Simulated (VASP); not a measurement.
# In4O5 (P1) in VASP: single point with PBE

Aim: the single point of In4O5 with PBE.

Program: VASP 6.6.1. These are calculated values, not measurements. Logs are shortened: lines on timing, memory, paths and dates and some standing lists are left out, and cuts for length are marked.

## 1. The cell of the first run

The typed cell holds 18 atoms: a = 5.580 Å, b = 5.790 Å, c = 8.069 Å, α = 94.50°, β = 92.14°, γ = 90.41°.

## 2. Single point, PBE

INCAR reads:

```
PREC     = Accurate       # precision mode
ENCUT    = 520            # plane-wave cutoff, eV
EDIFF    = 1E-6           # SCF threshold, eV
ISMEAR   = 0              # smearing method
SIGMA    = 0.1            # smearing width, eV
LREAL    = Auto         
LASPH    = T              # aspherical terms in the spheres
NELM     = 80             # most SCF steps
ALGO     = Normal         # electronic algorithm
ISIF     = 2              # what is computed and relaxed
LWAVE    = F              # write WAVECAR
LCHARG   = F              # write CHGCAR
GGA      = PE             # functional
NBANDS   = 97             # bands
ISYM     = 0
```

KPOINTS reads:

```
Automatic mesh
0
Gamma
  3 2 2
  0 0.5 0.5
```

POSCAR reads:

```
In4O5
1.0
   -2.7034526698     -4.8812400895      0.0413875862
   -2.7215128962      1.5953366268      4.8551464009
   -5.4655989399      3.3302173052     -4.9135882040
In O
8 10
Direct
    0.5078785392      0.2155003652      0.1272616304
    1.0042014347      0.7509053943      0.6597710069
    0.5111991511      0.7683036681      0.3543874415
    0.9999429191      0.2547615467      0.8432767076
    0.5105546290      0.7779269841      0.8593805155
    1.0320966689      0.2800656478      0.3742204326
    0.4835292404      0.2341679143      0.6061069415
    1.0004316763      0.7084223450      0.1479512485
    0.3517684415      0.8545019273      0.1067240906
    0.8402612411      0.3750877345      0.5992786881
    0.8490864084      0.6328998779      0.9057271768
    0.2861736931      0.5054639303      0.7559184476
    0.7888899457      0.0025069731      0.2563087225
    0.6165699657      0.1441500889      0.8818748673
    0.1509031744      0.6707811952      0.4050280205
    0.1498798938      0.3428233164      0.1092067723
    0.6263185628      0.8580982681      0.6026977704
    0.7108221330      0.4888105446      0.2534099615
```

Potentials or basis: VASP PAW PBE potentials, release 64 (In_d, O).

The run is started by

```sh
$ cat potpaw_PBE.64/In_d/POTCAR potpaw_PBE.64/O/POTCAR > POTCAR
$ mpirun -np 1 vasp_std > vasp.out
```

OUTCAR:

```text
PREC = Accurate
   ENCUT = 520
   EDIFF = 1E-6
   ISMEAR = 0
   LREAL = Auto
   LASPH = T
   NELM = 80
   ISIF = 2
   GGA = PE
   ISYM = 0

 ion  position               nearest neighbor table
   1  0.508  0.216  0.127-  14 2.10  18 2.11  16 2.14   9 2.25  13 2.27   5 3.20   3 3.29   6 3.38
                             6 3.48   3 3.56   4 3.60   4 3.66   7 3.86   8 3.94
   2  0.004  0.751  0.660-  17 2.24  15 2.26  12 2.28  11 2.34  10 2.36   4 3.17   5 3.20   5 3.24
                             4 3.33   6 3.44   3 3.63   3 3.83   7 3.92   8 3.97   6 3.98
   3  0.511  0.768  0.354-  18 2.10  17 2.11  15 2.15   9 2.25  13 2.26   8 3.25   7 3.25   8 3.26
                             1 3.29   1 3.56   2 3.63   2 3.83   7 3.84   6 3.89   5 4.00   6 4.00
   4  1.000  0.255  0.843-  14 2.27  10 2.29  16 2.29  12 2.32  11 2.38   2 3.17   2 3.33   7 3.36
                             7 3.40   8 3.45   1 3.60   1 3.66   6 3.81   5 3.88   5 3.99
   5  0.511  0.778  0.859-  11 2.11  12 2.11  14 2.19   9 2.23  17 2.27   2 3.20   1 3.20   2 3.24
                             7 3.47   8 3.57   7 3.62   8 3.78   4 3.88   4 3.99   3 4.00
   6  0.032  0.280  0.374-  10 2.18  13 2.23  16 2.32  15 2.34  18 2.39   7 3.11   8 3.20   1 3.38
                             2 3.44   1 3.48   8 3.65   7 3.67   4 3.81   3 3.89   2 3.98   3 4.00
   7  0.484  0.234  0.606-  10 2.15  12 2.23  17 2.32  14 2.42   6 3.11   3 3.25   4 3.36   4 3.40
                             5 3.47   5 3.62   6 3.67   3 3.84   1 3.86   2 3.92
   8  0.000  0.708  0.148-  11 2.11   9 2.18  13 2.22  15 2.24  18 2.28  16 2.28   6 3.20   3 3.25
                             3 3.26   4 3.45   5 3.57   6 3.65   5 3.78   1 3.94   2 3.97
   9  0.352  0.855  0.107-   8 2.18   5 2.23   3 2.25   1 2.25
  10  0.840  0.375  0.599-   7 2.15   6 2.18   4 2.29   2 2.36
  11  0.849  0.633  0.906-   5 2.11   8 2.11   2 2.34   4 2.38
  12  0.286  0.505  0.756-   5 2.11   7 2.23   2 2.28   4 2.32
  13  0.789  0.003  0.256-   8 2.22   6 2.23   3 2.26   1 2.27
  14  0.617  0.144  0.882-   1 2.10   5 2.19   4 2.27   7 2.42
  15  0.151  0.671  0.405-   3 2.15   8 2.24   2 2.26   6 2.34
  16  0.150  0.343  0.109-   1 2.14   8 2.28   4 2.29   6 2.32
  17  0.626  0.858  0.603-   3 2.11   2 2.24   5 2.27   7 2.32
  18  0.711  0.489  0.253-   3 2.10   1 2.11   8 2.28   6 2.39

IMPORTANT INFORMATION: All symmetrisations will be switched off!
NOSYMM: (Re-)initialisation of all symmetry stuff for point group C_1.

----------------------------------------------------------------------------------------

                                     Primitive cell

  volume of cell :     259.6928

  direct lattice vectors                    reciprocal lattice vectors
    -2.703452670 -4.881240090  0.041387586    -0.092445843 -0.153676486 -0.001323715
    -2.721512896  1.595336627  4.855146401    -0.091826089  0.052022471  0.137400751
    -5.465598940  3.330217305 -4.913588204    -0.091512597  0.050109290 -0.067761890

  length of vectors
     5.580042480  5.790006733  8.068857919     0.179344497  0.173255114  0.124407275

  position of ions in fractional coordinates (direct lattice)
     0.507878539  0.215500365  0.127261630
     0.004201435  0.750905394  0.659771007
     0.511199151  0.768303668  0.354387442
     0.999942919  0.254761547  0.843276708
     0.510554629  0.777926984  0.859380515
     0.032096669  0.280065648  0.374220433
[... 10 lines left out ...]
     0.626318563  0.858098268  0.602697770
     0.710822133  0.488810545  0.253409961

  ion indices of the primitive-cell ions
   primitive index   ion index
                 1           1
                 2           2
                 3           3
                 4           4
                 5           5
                 6           6
[... 10 lines left out ...]
                17          17
                18          18

----------------------------------------------------------------------------------------

 KPOINTS: Automatic mesh

Automatic generation of k-mesh.
 Grid dimensions read from file:
 generate k-points for:    3    2    2

 Generating k-lattice:

  Cartesian coordinates                     Fractional coordinates (reciprocal lattice)
    -0.030815281 -0.051225495 -0.000441238     0.333333333 -0.000000000 -0.000000000
    -0.045913045  0.026011236  0.068700375     0.000000000  0.500000000  0.000000000
    -0.045756298  0.025054645 -0.033880945     0.000000000  0.000000000  0.500000000

  Length of vectors
     0.059781499  0.086627557  0.062203637

  Shift w.r.t. Gamma in fractional coordinates (k-lattice)
     0.000000000  0.500000000  0.500000000

 Subroutine IBZKPT returns following result:
 ===========================================

 Found      6 irreducible k-points:

 Following reciprocal coordinates:
            Coordinates               Weight
  0.000000  0.250000  0.250000      2.000000
  0.333333  0.250000  0.250000      2.000000
 -0.333333  0.250000  0.250000      2.000000
  0.000000 -0.250000  0.250000      2.000000
  0.333333 -0.250000  0.250000      2.000000
 -0.333333 -0.250000  0.250000      2.000000
   k-points           NKPTS =      6   k-points in BZ     NKDIM =      6   number of bands    NBANDS=     97
   number of dos      NEDOS =    301   number of ions     NIONS =     18
   total plane-waves  NPLWV = 120960
   dimension x,y,z NGX =    42 NGY =   48 NGZ =   60
   dimension x,y,z NGXF=    84 NGYF=   96 NGZF=  120
   ions per type =               8  10
   NGX,Y,Z   is equivalent  to a cutoff of  12.51, 13.78, 12.36 a.u.
   NGXF,Y,Z  is equivalent  to a cutoff of  25.03, 27.56, 24.72 a.u.
 SYSTEM =  unknown system
   PREC   = accura    normal or accurate (medium, high low for compatibility)
   ISTART =      0    job   : 0-new  1-cont  2-samecut
   ICHARG =      2    charge: 1-file 2-atom 10-const
   ISPIN  =      1    spin polarized calculation?
   LNONCOLLINEAR =      F non collinear calculations
   LSORBIT =      F    spin-orbit coupling
   LASPH  =      T    aspherical Exc in radial PAW
   ENCUT  =  520.0 eV  38.22 Ry    6.18 a.u.  10.38 10.77 15.00*2*pi/ulx,y,z
   NELM   =     80;   NELMIN=  2; NELMDL= -5     # of ELM steps
   EDIFF  = 0.1E-05   stopping-criterion for ELM
   LREAL  =      T    real-space projection
   EDIFFG = 0.1E-04   stopping-criterion for IOM
   NSW    =      0    number of steps for IOM
   IBRION =     -1    ionic relax: 0-MD 1-quasi-New 2-CG
   NFREE  =      0    steps in history (QN), initial steepest desc. (CG)
   ISIF   =      2    stress and relaxation
   ISYM   =      0    0-nonsym 1-usesym 2-fastsym
   POTIM  = 0.5000    time-step for ionic-motion
   TEBEG  =    0.0;   TEEND  =   0.0 temperature during run
   PSTRESS=    0.0 pullay stress
   NELECT =     164.0000    total number of electrons
   NUPDOWN=      -1.0000    fix difference up-down
   EMIN   =  10.00;   EMAX   =-10.00  energy-range for DOS
   EFERMI =   0.00;   METHOD = LEGACY
   ISMEAR =     0;   SIGMA  =   0.10  broadening in eV -4-tet -1-fermi 0-gaus
   EFERMI_NEDOS =   21; number of points for ismear=-14 and -15
   IALGO  =     38    algorithm
   IMIX   =      4    mixing-type and parameters
     AMIX     =   0.40;   BMIX     =  1.00
     AMIX_MAG =   1.60;   BMIX_MAG =  1.00
  volume/ion in A,a.u.               =      14.43        97.36
  Fermi-wavevector in a.u.,A,eV,Ry     =   1.404547  2.654208 26.840908  1.972751
  Thomas-Fermi vector in A             =   2.527097
   LORBIT       =      0    0 simple, 1 ext, 2 COOP (PROOUT), +10 PAW based schemes
   GGA     = PE    functional components
   LHFCALC =     F    Hartree Fock is set to
   AEXX    =    0.0000 exact exchange contribution
   IVDW    =     0    specifies the selected vdW correction
   LEPSILON=     F    determine dielectric tensor
   LRPA    =     F    only Hartree local field effects (RPA)
 non-spin polarized calculation
 Gauss-broadening in eV      SIGMA  =   0.10
  energy-cutoff  :      520.00
  volume of cell :      259.69
 maximum number of plane-waves:      7007
 NGX is ok and might be reduce to    42
   NGX = 21   NGY = 21   NGZ = 29

 number of electron     164.0000018 magnetization

 Free energy of the ion-electron system (eV)
  ---------------------------------------------------
  ext. energy  EPLUGINS =         0.00000000
  ---------------------------------------------------
  free energy    TOTEN  =       -93.87457534 eV

  energy without entropy =      -93.87457534  energy(sigma->0) =      -93.87457534

 E-fermi :   7.1074     XC(G=0): -10.8208

 val. band max:        6.6612461281   @ k =  -0.3333  -0.2500   0.2500
 cond. band min:       7.6334051769   @ k =   0.0000   0.2500   0.2500
 fundamental gap:      0.9721590487
 Fermi energy:         7.1073971264

 k-point     1 :       0.0000    0.2500    0.2500
  band No.  band energies     occupation
      1     -12.1632      2.00000
      2     -11.9332      2.00000
      3     -11.7682      2.00000
      4     -11.6344      2.00000
      5     -11.5525      2.00000
      6     -11.4915      2.00000
[... 86 lines left out ...]
     93      12.5579      0.00000
     94      12.8214      0.00000

 k-point     2 :       0.3333    0.2500    0.2500
  band No.  band energies     occupation
      1     -12.0089      2.00000
      2     -11.9098      2.00000
      3     -11.8239      2.00000
      4     -11.7136      2.00000
      5     -11.5284      2.00000
      6     -11.5162      2.00000
[... 86 lines left out ...]
     93      12.5295      0.00000
     94      12.9494      0.00000

 k-point     3 :      -0.3333    0.2500    0.2500
  band No.  band energies     occupation
      1     -12.0968      2.00000
      2     -11.8736      2.00000
      3     -11.7934      2.00000
      4     -11.6612      2.00000
      5     -11.5669      2.00000
      6     -11.5043      2.00000
[... 86 lines left out ...]
     93      12.4932      0.00000
     94      12.9197      0.00000

 k-point     4 :       0.0000   -0.2500    0.2500
  band No.  band energies     occupation
      1     -12.1726      2.00000
      2     -11.9194      2.00000
      3     -11.7624      2.00000
      4     -11.6420      2.00000
      5     -11.5527      2.00000
      6     -11.4957      2.00000
[... 86 lines left out ...]
     93      12.6358      0.00000
     94      12.9416      0.00000

 k-point     5 :       0.3333   -0.2500    0.2500
  band No.  band energies     occupation
      1     -12.1000      2.00000
      2     -11.8676      2.00000
      3     -11.8008      2.00000
      4     -11.6493      2.00000
      5     -11.5710      2.00000
      6     -11.5109      2.00000
[... 86 lines left out ...]
     93      12.4519      0.00000
     94      12.8186      0.00000

 k-point     6 :      -0.3333   -0.2500    0.2500
  band No.  band energies     occupation
      1     -12.0263      2.00000
      2     -11.9014      2.00000
      3     -11.8035      2.00000
      4     -11.7134      2.00000
      5     -11.5575      2.00000
      6     -11.5122      2.00000
[... 86 lines left out ...]
     93      12.5115      0.00000
     94      12.8301      0.00000
 [bands above 94 left out]

------------------------ aborting loop because EDIFF is reached ----------------------------------------

  FORCE on cell =-STRESS in cart. coord.  units (eV):
  Direction    XX          YY          ZZ          XY          YZ          ZX
  --------------------------------------------------------------------------------------
  -------------------------------------------------------------------------------------
  Total        0.2756039      0.6552535      0.3085149      0.0220999     -0.1091075      0.0268708
  in kB        1.7003408      4.0425929      1.9033855      0.1363453     -0.6731401      0.1657795
  external PRESSURE =       2.5487731 kB  Pullay stress =       0.0000000 kB

 VOLUME and BASIS-vectors are now :
 -----------------------------------------------------------------------------
  energy-cutoff  :      520.00
  volume of cell :      259.69
      direct lattice vectors                 reciprocal lattice vectors
    -2.703452670 -4.881240090  0.041387586    -0.092445843 -0.153676486 -0.001323715
    -2.721512896  1.595336627  4.855146401    -0.091826089  0.052022471  0.137400751
    -5.465598940  3.330217305 -4.913588204    -0.091512597  0.050109290 -0.067761890

 POSITION                                       TOTAL-FORCE (eV/Angst)
 -----------------------------------------------------------------------------------
     -2.65507     -1.71147      0.44199         0.000387      0.023349     -0.022821
     -5.66100      3.37462      0.40409        -0.031684      0.000391      0.012404
     -5.40989     -0.08940      2.01007         0.011442      0.002528     -0.012980
     -8.00565     -1.66624     -2.86522         0.003874     -0.004546      0.007879
     -8.19443      1.61084     -0.42456        -0.004110      0.031121      0.027379
     -2.89431      1.53636     -0.47768        -0.016207     -0.020603     -0.008537
[... 10 lines left out ...]
     -7.32265      0.31886      1.23071        -0.026653      0.006596     -0.000782
     -4.63702     -1.84597      1.15751         0.005435     -0.039645     -0.009070
 -----------------------------------------------------------------------------------
    total drift:                               -0.045471      0.016784      0.012015

  FREE ENERGIE OF THE ION-ELECTRON SYSTEM (eV)
  ---------------------------------------------------
  free  energy   TOTEN  =       -93.8745753357 eV

  energy  without entropy=      -93.8745753357  energy(sigma->0) =      -93.87457534
```

Wall time 4 min (1 thread of Intel Xeon Platinum 8259CL at 2.50GHz (Skylake/Cascade Lake), shared host); peak memory 0.38 GiB.

What came out:

| Quantity | Value |
| --- | --- |
| Free energy | -93.8746 eV |
| Pressure | 0.3 GPa |
| Largest force | 0.042 eV/Å |
| Band gap on the k mesh | 0.97 eV, indirect (least direct gap 1.16 eV) |

Forces on the atoms (eV/Å):
```
In   0.000  0.023 -0.023
In  -0.032  0.000  0.012
In   0.011  0.003 -0.013
In   0.004 -0.005  0.008
In  -0.004  0.031  0.027
In  -0.016 -0.021 -0.009
In   0.007  0.008 -0.011
In  -0.004 -0.005  0.003
O   -0.012 -0.009  0.008
O   -0.012 -0.009  0.013
O    0.019 -0.023 -0.009
O    0.024  0.004 -0.019
O    0.005  0.016  0.007
O    0.016 -0.009  0.017
O    0.005  0.027  0.000
O    0.008  0.002 -0.004
O   -0.027  0.007 -0.001
O    0.005 -0.040 -0.009
```

Stress tensor (GPa, compression positive):
```
 0.17  0.01  0.02
 0.01  0.40 -0.07
 0.02 -0.07  0.19
```

Levels at points of the mesh, in eV from the valence-band top:
```tsv
k point	band 79	band 80	band 81	band 82	band 83	band 84	band 85	band 86
(0.00, 0.25, 0.25)	-2.01	-1.78	-1.22	-0.19	0.97	2.13	2.73	3.13
```

Caveat: the k points lie up to 0.54 Å⁻¹ apart; spin-orbit coupling is left out, which moves the levels of the heavy elements. A k mesh can miss the band edges.
